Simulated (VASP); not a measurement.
Input of a VASP 6.6.1 run:

File INCAR:

```
PREC = Accurate ; ENCUT = 600
EDIFF = 1E-7 ; ISMEAR = 0
SIGMA = 0.02 ; LREAL = F
LASPH = T ; NELM = 60
ALGO = Normal ; ISIF = 3
LWAVE = F ; LCHARG = F
GGA = PE ; IBRION = 2
NSW = 100 ; EDIFFG = -0.005
```

The input KPOINTS:

```
Automatic mesh
0
Gamma
  12 12 6
```

File POSCAR:

```
BN
1.0
    2.5539396017      0.0000000000      0.0000000000
   -1.2769698009      2.2117765748      0.0000000000
    0.0000000000      0.0000000000      4.2268550000
B N
2 2
Direct
    0.6666666700      0.3333333300      0.9997240000
    0.3333333300      0.6666666700      0.4997240000
    0.6666666700      0.3333333300      0.6252760000
    0.3333333300      0.6666666700      0.1252760000
```

Potentials or basis: VASP PAW PBE potentials, release 64 (B, N).

The run is started by

```bash
$ cat potpaw_PBE.64/B/POTCAR potpaw_PBE.64/N/POTCAR > POTCAR
$ mpirun -np 1 vasp_std > vasp.out
```

**Question.** Estimate the relaxed volume.

**Answer.** 5.97 Å³/atom.

**Question.** Estimate the space group after relaxing (to 0.05 Å).

**Answer.** P6_3mc (No. 186).

**Question.** What does it give for the relaxed cell?

**Answer.** a = 2.554 Å, b = 2.554 Å, c = 4.224 Å, α = 90.00°, β = 90.00°, γ = 120.00°.

Final structure:
```
B N
1.0
     2.55437    0.00000    0.00000
    -1.27718    2.21215    0.00000
     0.00000    0.00000    4.22439
B N
2 2
Cartesian
  1.2772 0.7374 4.2236
  0.0000 1.4748 2.1114
  1.2772 0.7374 2.6410
  0.0000 1.4748 0.5288
```
